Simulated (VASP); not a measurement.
# Be2SnCl6 (Fm-3m) in VASP: a series of runs

Runs on Be2SnCl6. Level: PBE. Tasks: relaxation of cell and atoms, single point.

All numbers are computed with VASP 6.6.1; they aren't measurements. Logs are shortened: lines on timing, memory, paths and dates and some standing lists are left out, and cuts for length are marked.

## 1. The cell of the first run

The structure is cubic, space group Fm-3m (No. 225). Conventional cell: a = 9.698 Å, b = 9.698 Å, c = 9.698 Å, α = 90.00°, β = 90.00°, γ = 90.00°. Be (site symmetry -43m) has 12 Cl at 3.43 Å and 4 Sn at 4.20 Å within 4.5 Å. Sn (site symmetry m-3m) has 6 Cl at 2.44 Å within 3.2 Å. Within 3.2 Å of Cl (site symmetry 4mm) lie 1 Sn at 2.44 Å.

## 2. Relaxation of cell and atoms, PBE

Contents of INCAR:

```
PREC = Accurate
ENCUT = 600
EDIFF = 1E-6
ISMEAR = 0
SIGMA = 0.1
LREAL = False
LASPH = True
NELM = 100
ALGO = Normal
ISIF = 3
LWAVE = False
LCHARG = False
GGA = PE
IBRION = 2
NSW = 100
EDIFFG = -0.01
```

Contents of KPOINTS:

```
Automatic mesh
0
Gamma
  8 8 8
```

Contents of POSCAR:

```
Be2SnCl6
1.0
    0.0000000000      4.8492164396      4.8492164396
    4.8492164396      0.0000000000      4.8492164396
    4.8492164396      4.8492164396      0.0000000000
Be Sn Cl
2 1 6
Direct
    0.2500000000      0.2500000000      0.2500000000
    0.7500000000      0.7500000000      0.7500000000
    0.0000000000      0.0000000000      0.0000000000
    0.7479600404      0.2520399596      0.7479600404
    0.2520399596      0.2520399596      0.7479600404
    0.7479600404      0.7479600404      0.2520399596
    0.2520399596      0.7479600404      0.2520399596
    0.2520399596      0.7479600404      0.7479600404
    0.7479600404      0.2520399596      0.2520399596
```

Potentials or basis: VASP PAW PBE potentials, release 64 (Be, Sn_d, Cl).

Launch:

```
$ cat potpaw_PBE.64/Be/POTCAR potpaw_PBE.64/Sn_d/POTCAR potpaw_PBE.64/Cl/POTCAR > POTCAR
$ mpirun -np 1 vasp_std > vasp.out
```

OUTCAR:

```text
PREC = Accurate
   ENCUT = 600
   EDIFF = 1E-6
   ISMEAR = 0
   LREAL = False
   LASPH = True
   NELM = 100
   ISIF = 3
   GGA = PE
   IBRION = 2
   NSW = 100
   EDIFFG = -0.01

 ion  position               nearest neighbor table
   1  0.250  0.250  0.250-
   2  0.750  0.750  0.750-
   3  0.000  0.000  0.000-   4 2.44   5 2.44   6 2.44   7 2.44   8 2.44   9 2.44
   4  0.748  0.252  0.748-   3 2.44
   5  0.252  0.252  0.748-   3 2.44
   6  0.748  0.748  0.252-   3 2.44
   7  0.252  0.748  0.252-   3 2.44
   8  0.252  0.748  0.748-   3 2.44
   9  0.748  0.252  0.252-   3 2.44

  LATTYP: Found a face centered cubic cell.
 ALAT       =     9.6984328792

  Lattice vectors:

 A1 = (   0.0000000000,   4.8492164396,   4.8492164396)
 A2 = (   4.8492164396,   0.0000000000,   4.8492164396)
 A3 = (   4.8492164396,   4.8492164396,   0.0000000000)

Analysis of symmetry for initial positions (statically):
=====================================================================
 Subroutine PRICEL returns:
 Original cell was already a primitive cell.

 Routine SETGRP: Setting up the symmetry group for a
 face centered cubic supercell.

 Subroutine GETGRP returns: Found 48 space group operations
 (whereof 48 operations were pure point group operations)
 out of a pool of 48 trial point group operations.

The static configuration has the point symmetry O_h .

Analysis of symmetry for dynamics (positions and initial velocities):
=====================================================================
 Subroutine PRICEL returns:
 Original cell was already a primitive cell.

 Routine SETGRP: Setting up the symmetry group for a
 face centered cubic supercell.

 Subroutine GETGRP returns: Found 48 space group operations
 (whereof 48 operations were pure point group operations)
 out of a pool of 48 trial point group operations.

The dynamic configuration has the point symmetry O_h .

 Subroutine INISYM returns: Found 48 space group operations
 (whereof 48 operations are pure point group operations),
 and found     1 'primitive' translations

----------------------------------------------------------------------------------------

                                     Primitive cell

  volume of cell :     228.0577

  direct lattice vectors                    reciprocal lattice vectors
     0.000000000  4.849216440  4.849216440    -0.103109442  0.103109442  0.103109442
     4.849216440  0.000000000  4.849216440     0.103109442 -0.103109442  0.103109442
     4.849216440  4.849216440  0.000000000     0.103109442  0.103109442 -0.103109442

  length of vectors
     6.857827656  6.857827656  6.857827656     0.178590792  0.178590792  0.178590792

  position of ions in fractional coordinates (direct lattice)
     0.250000000  0.250000000  0.250000000
     0.750000000  0.750000000  0.750000000
     0.000000000  0.000000000  0.000000000
     0.747960040  0.252039960  0.747960040
     0.252039960  0.252039960  0.747960040
     0.747960040  0.747960040  0.252039960
     0.252039960  0.747960040  0.252039960
     0.252039960  0.747960040  0.747960040
     0.747960040  0.252039960  0.252039960

  ion indices of the primitive-cell ions
   primitive index   ion index
                 1           1
                 2           2
                 3           3
                 4           4
                 5           5
                 6           6
                 7           7
                 8           8
                 9           9

----------------------------------------------------------------------------------------

 KPOINTS: Automatic mesh

Automatic generation of k-mesh.
 Grid dimensions read from file:
 generate k-points for:    8    8    8

 Generating k-lattice:

  Cartesian coordinates                     Fractional coordinates (reciprocal lattice)
    -0.012888680  0.012888680  0.012888680     0.125000000  0.000000000  0.000000000
     0.012888680 -0.012888680  0.012888680     0.000000000  0.125000000  0.000000000
     0.012888680  0.012888680 -0.012888680     0.000000000  0.000000000  0.125000000

  Length of vectors
     0.022323849  0.022323849  0.022323849

  Shift w.r.t. Gamma in fractional coordinates (k-lattice)
     0.000000000  0.000000000  0.000000000

 Subroutine IBZKPT returns following result:
 ===========================================

 Found     29 irreducible k-points:

 Following reciprocal coordinates:
            Coordinates               Weight
  0.000000  0.000000  0.000000      1.000000
  0.125000  0.000000  0.000000      8.000000
  0.250000  0.000000  0.000000      8.000000
  0.375000  0.000000  0.000000      8.000000
  0.500000  0.000000  0.000000      4.000000
  0.125000  0.125000  0.000000      6.000000
[... 16 lines left out ...]
  0.500000  0.250000  0.125000     48.000000
 -0.375000  0.250000  0.125000     24.000000
 [... further k-points ...]
   k-points           NKPTS =     29   k-points in BZ     NKDIM =     29   number of bands    NBANDS=     36
   number of dos      NEDOS =    301   number of ions     NIONS =      9
   total plane-waves  NPLWV = 175616
   dimension x,y,z NGX =    56 NGY =   56 NGZ =   56
   dimension x,y,z NGXF=   112 NGYF=  112 NGZF=  112
   ions per type =               2   1   6
   NGX,Y,Z   is equivalent  to a cutoff of  13.58, 13.58, 13.58 a.u.
   NGXF,Y,Z  is equivalent  to a cutoff of  27.15, 27.15, 27.15 a.u.
 SYSTEM =  unknown system
   PREC   = accura    normal or accurate (medium, high low for compatibility)
   ISTART =      0    job   : 0-new  1-cont  2-samecut
   ICHARG =      2    charge: 1-file 2-atom 10-const
   ISPIN  =      1    spin polarized calculation?
   LNONCOLLINEAR =      F non collinear calculations
   LSORBIT =      F    spin-orbit coupling
   LASPH  =      T    aspherical Exc in radial PAW
   ENCUT  =  600.0 eV  44.10 Ry    6.64 a.u.  13.70 13.70 13.70*2*pi/ulx,y,z
   NELM   =    100;   NELMIN=  2; NELMDL= -5     # of ELM steps
   EDIFF  = 0.1E-05   stopping-criterion for ELM
   LREAL  =      F    real-space projection
   EDIFFG = -.1E-01   stopping-criterion for IOM
   NSW    =    100    number of steps for IOM
   IBRION =      2    ionic relax: 0-MD 1-quasi-New 2-CG
   NFREE  =      1    steps in history (QN), initial steepest desc. (CG)
   ISIF   =      3    stress and relaxation
   ISYM   =      2    0-nonsym 1-usesym 2-fastsym
   POTIM  = 0.5000    time-step for ionic-motion
   TEBEG  =    0.0;   TEEND  =   0.0 temperature during run
   PSTRESS=    0.0 pullay stress
   NELECT =      60.0000    total number of electrons
   NUPDOWN=      -1.0000    fix difference up-down
   EMIN   =  10.00;   EMAX   =-10.00  energy-range for DOS
   EFERMI =   0.00;   METHOD = LEGACY
   ISMEAR =     0;   SIGMA  =   0.10  broadening in eV -4-tet -1-fermi 0-gaus
   EFERMI_NEDOS =   21; number of points for ismear=-14 and -15
   IALGO  =     38    algorithm
   IMIX   =      4    mixing-type and parameters
     AMIX     =   0.40;   BMIX     =  1.00
     AMIX_MAG =   1.60;   BMIX_MAG =  1.00
  volume/ion in A,a.u.               =      25.34       171.00
  Fermi-wavevector in a.u.,A,eV,Ry     =   1.049004  1.982330 14.971970  1.100409
  Thomas-Fermi vector in A             =   2.183949
   LORBIT       =      0    0 simple, 1 ext, 2 COOP (PROOUT), +10 PAW based schemes
   GGA     = PE    functional components
   LHFCALC =     F    Hartree Fock is set to
   AEXX    =    0.0000 exact exchange contribution
   IVDW    =     0    specifies the selected vdW correction
   LEPSILON=     F    determine dielectric tensor
   LRPA    =     F    only Hartree local field effects (RPA)
 conjugate gradient relaxation of ions
 non-spin polarized calculation
 Gauss-broadening in eV      SIGMA  =   0.10
  energy-cutoff  :      600.00
  volume of cell :      228.06
 maximum number of plane-waves:      7648
   NGX = 27   NGY = 27   NGZ = 27

--------------------------------------- Ionic step        1  -------------------------------------------

 number of electron      59.9999997 magnetization

 Free energy of the ion-electron system (eV)
  ---------------------------------------------------
  ext. energy  EPLUGINS =         0.00000000
  ---------------------------------------------------
  free energy    TOTEN  =       -21.99779775 eV

  energy without entropy =      -21.96709328  energy(sigma->0) =      -21.98244551

------------------------ aborting loop because EDIFF is reached ----------------------------------------

  FORCE on cell =-STRESS in cart. coord.  units (eV):
  Direction    XX          YY          ZZ          XY          YZ          ZX
  --------------------------------------------------------------------------------------
  -------------------------------------------------------------------------------------
  Total       -0.6278590     -0.6278590     -0.6278590      0.0000000      0.0000000     -0.0000000
  in kB       -4.4109083     -4.4109083     -4.4109083      0.0000000      0.0000000     -0.0000000
  external PRESSURE =      -4.4109083 kB  Pullay stress =       0.0000000 kB
[... 157 lines left out ...]
  energy  without entropy=      -21.9718886052  energy(sigma->0) =      -21.98687920

--------------------------------------- Ionic step        5  -------------------------------------------

 number of electron      59.9999998 magnetization

 Free energy of the ion-electron system (eV)
  ---------------------------------------------------
  ext. energy  EPLUGINS =         0.00000000
  ---------------------------------------------------
  free energy    TOTEN  =       -22.00293315 eV

  energy without entropy =      -21.97341130  energy(sigma->0) =      -21.98817222

 E-fermi :   2.1283     XC(G=0):  -8.4276

 val. band max:        2.1224850743   @ k =   0.5000   0.0000   0.0000
 cond. band min:       2.1522981260   @ k =   0.5000   0.1250   0.0000
 fundamental gap:      0.0298130516
 Fermi energy:         2.1283109440

 k-point     1 :       0.0000    0.0000    0.0000
  band No.  band energies     occupation
      1     -19.8651      2.00000
      2     -19.8651      2.00000
      3     -19.6927      2.00000
      4     -19.6927      2.00000
      5     -19.6927      2.00000
      6     -13.7028      2.00000
[... 925 lines left out ...]
     35       5.4778      0.00000
     36       5.4904      0.00000

 [... further k-points ...]
[... 5 lines left out ...]
  --------------------------------------------------------------------------------------
  -------------------------------------------------------------------------------------
  Total       -0.0013833     -0.0013833     -0.0013833      0.0000000      0.0000000     -0.0000000
  in kB       -0.0099051     -0.0099051     -0.0099051      0.0000000      0.0000000     -0.0000000
  external PRESSURE =      -0.0099051 kB  Pullay stress =       0.0000000 kB
[... 24 lines left out ...]
  FREE ENERGIE OF THE ION-ELECTRON SYSTEM (eV)
  ---------------------------------------------------
  free  energy   TOTEN  =       -22.0029331481 eV

  energy  without entropy=      -21.9734112958  energy(sigma->0) =      -21.98817222

 reached required accuracy - stopping structural energy minimisation
```

Run time: 17 min. Hardware: 1 thread of Intel Xeon Platinum 8259CL at 2.50GHz (Skylake/Cascade Lake), shared host; peak memory 0.62 GiB.

Results:

```
Free energy                            : -22.0029 eV
Relaxed volume                         : 24.86 Å³/atom
Relaxed cell                           : a = 6.814 Å, b = 6.814 Å, c = 6.814 Å, α = 60.00°, β = 60.00°, γ = 60.00°
Space group after relaxing (to 0.05 Å) : Fm-3m (No. 225)
Energy gained by relaxing              : 0.6 meV/atom
Ionic steps                            : 5
Pressure after relaxing                : 0.0 GPa
Band gap on the k mesh                 : zero (band 30 reaches 2.42 eV, above the bottom of band 31 at 1.13 eV)
```

Forces in eV/Å, atoms in the order of the input:
```
Be   0.000  0.000  0.000
Be   0.000  0.000  0.000
Sn   0.000  0.000  0.000
Cl   0.000  0.003  0.000
Cl   0.000  0.000 -0.003
Cl   0.000  0.000  0.003
Cl   0.000 -0.003  0.000
Cl   0.003  0.000  0.000
Cl  -0.003  0.000  0.000
```

The path:
```
step  energy change (eV)  largest force (eV/Å)  pressure (GPa)  volume (Å³)
   1              0.0000                0.0303           -0.44       228.06
   2             -0.0031                0.0679           -0.01       225.76
   3             -0.0031                0.0607           -0.04       225.92
   4             -0.0041                0.0441           -0.03       225.35
   5             -0.0051                0.0025            0.00       223.76
```

Final structure:
```
Be Sn Cl
1.0
     0.00000    4.81856    4.81856
     4.81856    0.00000    4.81856
     4.81856    4.81856    0.00000
Be Sn Cl
2 1 6
Cartesian
  2.4093 2.4093 2.4093
  7.2278 7.2278 7.2278
  0.0000 0.0000 0.0000
  4.8186 7.1995 4.8186
  4.8186 4.8186 2.4377
  4.8186 4.8186 7.1995
  4.8186 2.4377 4.8186
  7.1995 4.8186 4.8186
  2.4377 4.8186 4.8186
```

Caveat: spin-orbit coupling is left out, which moves the levels of the heavy elements.

## 3. Single point, PBE

This run uses another cell than the first one, of 24.91 Å³/atom, 0.983 times its volume.

Contents of INCAR:

```
SYSTEM = Be2SnCl6
PREC     = Accurate       ! precision mode
ENCUT    = 520            ! plane-wave cutoff, eV
EDIFF    = 1E-6           ! SCF threshold, eV
ISMEAR   = 0              ! smearing method
SIGMA    = 0.1            ! smearing width, eV
LREAL    = .FALSE.        ! projectors in reciprocal space
LASPH    = .TRUE.         ! aspherical terms in the spheres
NELM     = 100            ! most SCF steps
ALGO     = Normal         ! electronic algorithm
ISIF     = 2              ! what is computed and relaxed
LWAVE    = .FALSE.        ! write WAVECAR
LCHARG   = .TRUE.         ! write CHGCAR
GGA      = PE             ! functional
LELF     = .TRUE.         ! ELF
LVHAR    = .TRUE.       
NBANDS   = 40             ! bands
```

Contents of KPOINTS:

```
regular mesh
0
G
  8 8 8
  0 0 0
```

Contents of POSCAR:

```
Be2SnCl6
1.0
    0.0000000000      4.8216336535      4.8216336535
    4.8216336535      0.0000000000      4.8216336535
    4.8216336535      4.8216336535      0.0000000000
Be Sn Cl
2 1 6
Direct
    0.2500000000      0.2500000000      0.2500000000
    0.7500000000      0.7500000000      0.7500000000
    0.0000000000      0.0000000000      0.0000000000
    0.7471112706      0.2528887294      0.7471112706
    0.2528887294      0.2528887294      0.7471112706
    0.7471112706      0.7471112706      0.2528887294
    0.2528887294      0.7471112706      0.2528887294
    0.2528887294      0.7471112706      0.7471112706
    0.7471112706      0.2528887294      0.2528887294
```

Potentials or basis: VASP PAW PBE potentials, release 64 (Be, Sn_d, Cl).

Launch:

```
$ cat potpaw_PBE.64/Be/POTCAR potpaw_PBE.64/Sn_d/POTCAR potpaw_PBE.64/Cl/POTCAR > POTCAR
$ mpirun -np 1 vasp_std > vasp.out
```

Run time: 7.7 min. Hardware: 1 thread of Intel Xeon Platinum 8375C at 2.90GHz (Ice Lake), shared host; peak memory 0.53 GiB.

It converged, with:

```yaml
Free_energy: -22.0019 eV
Pressure: -0.1 GPa
Largest_force: 0.009 eV/Å
Band_gap_on_the_k_mesh: zero (band 30 reaches 2.40 eV, above the bottom of band 31 at 1.11 eV)
```

Forces in eV/Å, atoms in the order of the input:
```
Be   0.000  0.000  0.000
Be   0.000  0.000  0.000
Sn   0.000  0.000  0.000
Cl   0.000  0.009  0.000
Cl   0.000  0.000 -0.009
Cl   0.000  0.000  0.009
Cl   0.000 -0.009  0.000
Cl   0.009  0.000  0.000
Cl  -0.009  0.000  0.000
```

Levels at points of the mesh, in eV from the Fermi level:
```csv
k point,band 27,band 28,band 29,band 30,band 31,band 32,band 33,band 34,band 35,band 36
"(0.00, 0.00, 0.00)",-1.40,-1.40,-1.40,-1.19,-1.00,0.74,4.03,4.03,4.03,4.05
"(0.50, 0.00, 0.00)",-1.83,-1.76,-1.76,-0.06,-0.01,1.87,2.64,2.67,3.71,3.71
"(0.50, 0.50, 0.00)",-2.10,-2.07,-1.42,0.21,0.35,2.06,2.54,2.84,3.36,3.36
```

Caveat: spin-orbit coupling is left out, which moves the levels of the heavy elements.
